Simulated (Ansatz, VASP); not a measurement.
**Two plane-wave programs on Zr3S2**

```xyz
5
Lattice="2.8646 1.6539 3.2630 -2.8646 1.6539 3.2630 0.0000 -3.3077 3.2630" Properties=species:S:1:pos:R:3 pbc="T T T"
Zr   -1.9374    0.0000    4.8944
Zr    0.9687   -1.6778    4.8944
Zr    0.9687    1.6778    4.8944
S     0.0000    0.0000    3.2789
S     0.0000    0.0000    6.5100
```

Change from the starting cell: strain +0.000 along x and y, -0.050 along z, atoms carried along.

Alike in both runs: task single point; functional PBEsol; k mesh 12 × 12 × 12; occupations gaussian, width 0.15 eV; no spin polarisation.

```csv
,VASP,Ansatz
version,VASP 6.6.1,Ansatz 0.2.0
potentials or method,"VASP PAW PBE potentials, release 64 (Zr_sv, S), cutoff 520 eV","scalar-relativistic, plane waves, PAW"
valence electrons in the cell,48,48
```

VASP gave:

```
gap on the k mesh at the Fermi level (eV)                     : none
pressure (GPa)                                                : 8.4
traceless stress, the component that is largest in VASP (GPa) : 4.82
rms of the force components (eV/Å)                            : 0.054
```

Which values does Ansatz return?

gap on the k mesh at the Fermi level (eV): none; pressure (GPa): 8.2; traceless stress, the component that is largest in VASP (GPa): 4.67; rms of the force components (eV/Å): 0.049.

VASP's potentials were made for PBE, not for PBEsol. Atom by atom the forces differ by 0.006 eV/Å (rms over components). A gap of «none» marks a metal or a gap that the smearing closes.
